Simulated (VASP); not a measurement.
# SiNi (CsCl type) (Pm-3m) in VASP: further runs

Runs on SiNi (CsCl type). Level: PBE. Tasks: single point.

Everything below comes from runs of VASP 6.6.1. Logs are shortened: lines on timing, memory, paths and dates and some standing lists are left out, and cuts for length are marked.

## Step 1: The cell of the first run

It takes space group Pm-3m (No. 221, cubic). Conventional cell: a = 2.326 Å, b = 2.326 Å, c = 2.326 Å, α = 90.00°, β = 90.00°, γ = 90.00°. Ni (site symmetry m-3m) has 8 Si at 2.01 Å and 6 Ni at 2.33 Å within 2.7 Å. Within 2.7 Å of Si (site symmetry m-3m) lie 8 Ni at 2.01 Å and 6 Si at 2.33 Å.

## Step 2: Single point, PBE (volume scaled by 0.55)

The input, INCAR:

```
SYSTEM = SiNi
ALGO = Normal
EDIFF = 1E-6
ENCUT = 520
GGA = PE
ISIF = 2
ISMEAR = -1
LASPH = .True.
LCHARG = .False.
LREAL = .False.
LWAVE = .False.
NBANDS = 14
NELM = 100
PREC = Accurate
SIGMA = 0.1
```

The input, KPOINTS:

```
k-points
0
Gamma
  15 15 15
  0 0 0
```

The input, POSCAR:

```
SiNi
1.0
    2.3258298499      0.0000000000      0.0000000000
    0.0000000000      2.3258298499      0.0000000000
    0.0000000000      0.0000000000      2.3258298499
Ni Si
1 1
Direct
    0.0000000000      0.0000000000      0.0000000000
    0.5000000000      0.5000000000      0.5000000000
```

Potentials or basis: VASP PAW PBE potentials, release 64 (Ni, Si).

Launch:

```bash
> cat potpaw_PBE.64/Ni/POTCAR potpaw_PBE.64/Si/POTCAR > POTCAR
> mpirun -np 1 vasp_std > vasp.out
```

OUTCAR:

```text
SYSTEM = SiNi
   EDIFF = 1E-6
   ENCUT = 520
   GGA = PE
   ISIF = 2
   ISMEAR = -1
   LASPH = .True.
   LREAL = .False.
   NELM = 100
   PREC = Accurate

 ion  position               nearest neighbor table
   1  0.000  0.000  0.000-   2 2.01   2 2.01   2 2.01   2 2.01   2 2.01   2 2.01   2 2.01   2 2.01

   2  0.500  0.500  0.500-   1 2.01   1 2.01   1 2.01   1 2.01   1 2.01   1 2.01   1 2.01   1 2.01

  LATTYP: Found a simple cubic cell.
 ALAT       =     2.3258298499

  Lattice vectors:

 A1 = (   2.3258298499,   0.0000000000,   0.0000000000)
 A2 = (   0.0000000000,   2.3258298499,   0.0000000000)
 A3 = (   0.0000000000,   0.0000000000,   2.3258298499)

Analysis of symmetry for initial positions (statically):
=====================================================================
 Subroutine PRICEL returns:
 Original cell was already a primitive cell.

 Routine SETGRP: Setting up the symmetry group for a
 simple cubic supercell.

 Subroutine GETGRP returns: Found 48 space group operations
 (whereof 48 operations were pure point group operations)
 out of a pool of 48 trial point group operations.

The static configuration has the point symmetry O_h .

Analysis of symmetry for dynamics (positions and initial velocities):
=====================================================================
 Subroutine PRICEL returns:
 Original cell was already a primitive cell.

 Routine SETGRP: Setting up the symmetry group for a
 simple cubic supercell.

 Subroutine GETGRP returns: Found 48 space group operations
 (whereof 48 operations were pure point group operations)
 out of a pool of 48 trial point group operations.

The dynamic configuration has the point symmetry O_h .

 Subroutine INISYM returns: Found 48 space group operations
 (whereof 48 operations are pure point group operations),
 and found     1 'primitive' translations

----------------------------------------------------------------------------------------

                                     Primitive cell

  volume of cell :      12.5815

  direct lattice vectors                    reciprocal lattice vectors
     2.325829850  0.000000000  0.000000000     0.429954066  0.000000000  0.000000000
     0.000000000  2.325829850  0.000000000     0.000000000  0.429954066  0.000000000
     0.000000000  0.000000000  2.325829850     0.000000000  0.000000000  0.429954066

  length of vectors
     2.325829850  2.325829850  2.325829850     0.429954066  0.429954066  0.429954066

  position of ions in fractional coordinates (direct lattice)
     0.000000000  0.000000000  0.000000000
     0.500000000  0.500000000  0.500000000

  ion indices of the primitive-cell ions
   primitive index   ion index
                 1           1
                 2           2

----------------------------------------------------------------------------------------

 KPOINTS: k-points

Automatic generation of k-mesh.
 Grid dimensions read from file:
 generate k-points for:   15   15   15

 Generating k-lattice:

  Cartesian coordinates                     Fractional coordinates (reciprocal lattice)
     0.028663604  0.000000000  0.000000000     0.066666667  0.000000000  0.000000000
     0.000000000  0.028663604  0.000000000     0.000000000  0.066666667  0.000000000
     0.000000000  0.000000000  0.028663604     0.000000000  0.000000000  0.066666667

  Length of vectors
     0.028663604  0.028663604  0.028663604

  Shift w.r.t. Gamma in fractional coordinates (k-lattice)
     0.000000000  0.000000000  0.000000000

 Subroutine IBZKPT returns following result:
 ===========================================

 Found    120 irreducible k-points:

 Following reciprocal coordinates:
            Coordinates               Weight
  0.000000  0.000000  0.000000      1.000000
  0.066667  0.000000  0.000000      6.000000
  0.133333  0.000000  0.000000      6.000000
  0.200000  0.000000  0.000000      6.000000
  0.266667  0.000000  0.000000      6.000000
  0.333333  0.000000  0.000000      6.000000
[... 16 lines left out ...]
  0.266667  0.200000  0.000000     24.000000
  0.333333  0.200000  0.000000     24.000000
 [... further k-points ...]
   k-points           NKPTS =    120   k-points in BZ     NKDIM =    120   number of bands    NBANDS=     14
   number of dos      NEDOS =    301   number of ions     NIONS =      2
   total plane-waves  NPLWV =   5832
   dimension x,y,z NGX =    18 NGY =   18 NGZ =   18
   dimension x,y,z NGXF=    36 NGYF=   36 NGZF=   36
   ions per type =               1   1
   NGX,Y,Z   is equivalent  to a cutoff of  12.87, 12.87, 12.87 a.u.
   NGXF,Y,Z  is equivalent  to a cutoff of  25.73, 25.73, 25.73 a.u.
 SYSTEM =  SiNi
   PREC   = accura    normal or accurate (medium, high low for compatibility)
   ISTART =      0    job   : 0-new  1-cont  2-samecut
   ICHARG =      2    charge: 1-file 2-atom 10-const
   ISPIN  =      1    spin polarized calculation?
   LNONCOLLINEAR =      F non collinear calculations
   LSORBIT =      F    spin-orbit coupling
   LASPH  =      T    aspherical Exc in radial PAW
   ENCUT  =  520.0 eV  38.22 Ry    6.18 a.u.   4.32  4.32  4.32*2*pi/ulx,y,z
   NELM   =    100;   NELMIN=  2; NELMDL= -5     # of ELM steps
   EDIFF  = 0.1E-05   stopping-criterion for ELM
   LREAL  =      F    real-space projection
   EDIFFG = 0.1E-04   stopping-criterion for IOM
   NSW    =      0    number of steps for IOM
   IBRION =     -1    ionic relax: 0-MD 1-quasi-New 2-CG
   NFREE  =      0    steps in history (QN), initial steepest desc. (CG)
   ISIF   =      2    stress and relaxation
   ISYM   =      2    0-nonsym 1-usesym 2-fastsym
   POTIM  = 0.5000    time-step for ionic-motion
   TEBEG  =    0.0;   TEEND  =   0.0 temperature during run
   PSTRESS=    0.0 pullay stress
   NELECT =      14.0000    total number of electrons
   NUPDOWN=      -1.0000    fix difference up-down
   EMIN   =  10.00;   EMAX   =-10.00  energy-range for DOS
   EFERMI =   0.00;   METHOD = LEGACY
   ISMEAR =    -1;   SIGMA  =   0.10  broadening in eV -4-tet -1-fermi 0-gaus
   EFERMI_NEDOS =   21; number of points for ismear=-14 and -15
   IALGO  =     38    algorithm
   IMIX   =      4    mixing-type and parameters
     AMIX     =   0.40;   BMIX     =  1.00
     AMIX_MAG =   1.60;   BMIX_MAG =  1.00
  volume/ion in A,a.u.               =       6.29        42.45
  Fermi-wavevector in a.u.,A,eV,Ry     =   1.696444  3.205815 39.156517  2.877923
  Thomas-Fermi vector in A             =   2.777306
   LORBIT       =      0    0 simple, 1 ext, 2 COOP (PROOUT), +10 PAW based schemes
   GGA     = PE    functional components
   LHFCALC =     F    Hartree Fock is set to
   AEXX    =    0.0000 exact exchange contribution
   IVDW    =     0    specifies the selected vdW correction
   LEPSILON=     F    determine dielectric tensor
   LRPA    =     F    only Hartree local field effects (RPA)
 non-spin polarized calculation
  energy-cutoff  :      520.00
  volume of cell :       12.58
 maximum number of plane-waves:       350
 NGX is ok and might be reduce to    18
   NGX =  9   NGY =  9   NGZ =  9

 number of electron      14.0000020 magnetization

 Free energy of the ion-electron system (eV)
  ---------------------------------------------------
  ext. energy  EPLUGINS =         0.00000000
  ---------------------------------------------------
  free energy    TOTEN  =        -3.84266376 eV

  energy without entropy =       -3.83765157  energy(sigma->0) =       -3.84015767

 E-fermi :  25.2879     XC(G=0): -15.8847

 val. band max:       25.2831270500   @ k =   0.4667   0.4667   0.2667
 cond. band min:      25.3526718003   @ k =   0.4000   0.4000   0.3333
 fundamental gap:      0.0695447503
 Fermi energy:        25.2879040158

 k-point     1 :       0.0000    0.0000    0.0000
  band No.  band energies     occupation
      1       3.3298      2.00000
      2      14.5867      2.00000
      3      14.5867      2.00000
      4      19.3695      2.00000
      5      19.3695      2.00000
      6      19.3695      2.00000
      7      28.3743      0.00000
      8      28.3743      0.00000
      9      28.3743      0.00000
     10      31.8720      0.00000
     11      31.8720      0.00000
     12      47.2466      0.00000
     13      49.4492      0.00000
     14      49.4492      0.00000

 k-point     2 :       0.0667    0.0000    0.0000
  band No.  band energies     occupation
      1       3.4579      2.00000
      2      14.5770      2.00000
      3      14.6418      2.00000
      4      19.2566      2.00000
      5      19.2566      2.00000
      6      19.3824      2.00000
      7      27.3648      0.00000
      8      28.5742      0.00000
      9      28.5742      0.00000
     10      31.7630      0.00000
     11      32.9036      0.00000
     12      47.5253      0.00000
     13      48.2322      0.00000
     14      48.2322      0.00000

 k-point     3 :       0.1333    0.0000    0.0000
  band No.  band energies     occupation
      1       3.8388      2.00000
      2      14.5135      2.00000
      3      14.8016      2.00000
      4      18.9560      2.00000
      5      18.9560      2.00000
      6      19.4189      2.00000
      7      25.6512      0.05151
      8      29.1371      0.00000
      9      29.1371      0.00000
     10      31.4466      0.00000
     11      34.7004      0.00000
     12      46.2402      0.00000
     13      46.2402      0.00000
     14      48.3568      0.00000

 k-point     4 :       0.2000    0.0000    0.0000
  band No.  band energies     occupation
      1       4.4617      2.00000
      2      14.2945      2.00000
      3      15.0481      2.00000
      4      18.5539      2.00000
      5      18.5539      2.00000
      6      19.4732      2.00000
      7      24.0673      1.99999
      8      29.9805      0.00000
      9      29.9805      0.00000
     10      30.9583      0.00000
     11      36.4919      0.00000
     12      44.2053      0.00000
     13      44.2053      0.00000
     14      47.9773      0.00000

 k-point     5 :       0.2667    0.0000    0.0000
  band No.  band energies     occupation
      1       5.3092      2.00000
      2      13.7813      2.00000
      3      15.3499      2.00000
      4      18.1381      2.00000
      5      18.1381      2.00000
      6      19.5361      2.00000
      7      22.8742      2.00000
      8      30.3647      0.00000
      9      31.0208      0.00000
     10      31.0208      0.00000
     11      38.1267      0.00000
[... 276 lines left out ...]
 k-point    22 :       0.2000    0.2000    0.0000
  band No.  band energies     occupation
      1       5.5362      2.00000
      2      14.7624      2.00000
      3      14.8474      2.00000
      4      17.6678      2.00000
      5      18.5644      2.00000
      6      18.7972      2.00000
      7      24.0511      1.99999
      8      26.4174      0.00002
      9      31.5431      0.00000
     10      32.7682      0.00000
     11      39.5401      0.00000
     12      40.1242      0.00000
     13      44.5923      0.00000
     14      44.5976      0.00000

 k-point    23 :       0.2667    0.2000    0.0000
  band No.  band energies     occupation
      1       6.3351      2.00000
      2      14.2966      2.00000
      3      15.1365      2.00000
      4      17.3751      2.00000
      5      18.2440      2.00000
      6      18.7818      2.00000
      7      23.1647      2.00000
      8      26.6393      0.00000
      9      32.3857      0.00000
     10      32.5608      0.00000
     11      38.8653      0.00000
     12      41.3293      0.00000
     13      42.7216      0.00000
     14      44.8547      0.00000

 k-point    24 :       0.3333    0.2000    0.0000
  band No.  band energies     occupation
      1       7.3149      2.00000
      2      13.4274      2.00000
      3      15.5183      2.00000
      4      17.1783      2.00000
      5      17.8983      2.00000
      6      18.8385      2.00000
      7      22.3424      2.00000
      8      27.2291      0.00000
      9      31.7362      0.00000
     10      33.7123      0.00000
     11      37.9336      0.00000
     12      40.9536      0.00000
     13      42.9769      0.00000
     14      45.1249      0.00000

 [... further k-points ...]

------------------------ aborting loop because EDIFF is reached ----------------------------------------

  FORCE on cell =-STRESS in cart. coord.  units (eV):
  Direction    XX          YY          ZZ          XY          YZ          ZX
  --------------------------------------------------------------------------------------
  -------------------------------------------------------------------------------------
  Total       32.6304618     32.6304618     32.6304618      0.0000000      0.0000000     -0.0000000
  in kB     4155.2770171   4155.2770171   4155.2770171      0.0000000      0.0000000     -0.0000000
  external PRESSURE =    4155.2770171 kB  Pullay stress =       0.0000000 kB

 VOLUME and BASIS-vectors are now :
 -----------------------------------------------------------------------------
  energy-cutoff  :      520.00
  volume of cell :       12.58
      direct lattice vectors                 reciprocal lattice vectors
     2.325829850  0.000000000  0.000000000     0.429954066  0.000000000  0.000000000
     0.000000000  2.325829850  0.000000000     0.000000000  0.429954066  0.000000000
     0.000000000  0.000000000  2.325829850     0.000000000  0.000000000  0.429954066

 POSITION                                       TOTAL-FORCE (eV/Angst)
 -----------------------------------------------------------------------------------
      0.00000      0.00000      0.00000         0.000000      0.000000      0.000000
      1.16291      1.16291      1.16291         0.000000      0.000000      0.000000
 -----------------------------------------------------------------------------------
    total drift:                               -0.000000     -0.000000      0.000000

  FREE ENERGIE OF THE ION-ELECTRON SYSTEM (eV)
  ---------------------------------------------------
  free  energy   TOTEN  =        -3.8426637607 eV

  energy  without entropy=       -3.8376515737  energy(sigma->0) =       -3.84015767
```

Run time: 8 s. Hardware: 1 thread of Intel Xeon 6975P-C (Granite Rapids), shared host; peak memory 0.13 GiB.

What came out:

| Item | Value |
| --- | --- |
| Free energy | -3.8427 eV |
| Pressure | 415.5 GPa |
| Band gap on the k mesh | zero (band 7 reaches 28.37 eV, above the bottom of band 8 at 23.45 eV) |

Levels at points of the mesh, in eV from the Fermi level:
```tsv
k point	band 5	band 6	band 7	band 8	band 9	band 10
(0.00, 0.00, 0.00)	-5.92	-5.92	3.09	3.09	3.09	6.58
```

## Step 3: Single point, PBE (volume scaled by 0.55)

The input, INCAR:

```
PREC = Accurate ; ENCUT = 520
EDIFF = 1E-6 ; ISMEAR = -1
SIGMA = 0.1 ; LREAL = F
LASPH = T ; NELM = 60
ALGO = Normal ; ISIF = 2
LWAVE = F ; LCHARG = F
GGA = PE ; NBANDS = 14
```

The input, KPOINTS:

```
Automatic mesh
0
Gamma
  15 15 15
```

POSCAR is that of step 2.

Potentials or basis: VASP PAW PBE potentials, release 64 (Ni, Si).

Launch:

```bash
> cat potpaw_PBE.64/Ni/POTCAR potpaw_PBE.64/Si/POTCAR > POTCAR
> mpirun -np 1 vasp_std > vasp.out
```

Run time: 8.1 s. Hardware: 1 thread of Intel Xeon 6975P-C (Granite Rapids), shared host; peak memory 0.13 GiB.

It converged, with:

```
Free energy            : -3.8427 eV
Pressure               : 415.5 GPa
Band gap on the k mesh : zero (band 7 reaches 28.37 eV, above the bottom of band 8 at 23.45 eV)
```

Levels at points of the mesh, in eV from the Fermi level:
```tsv
k point	band 4	band 5	band 6	band 7	band 8	band 9	band 10	band 11
(0.00, 0.00, 0.00)	-5.92	-5.92	-5.92	3.09	3.09	3.09	6.58	6.58
```

 Spin polarisation is off, so any magnetic state and its effect on volume and gap are missing.

[end of part 1 of 2]
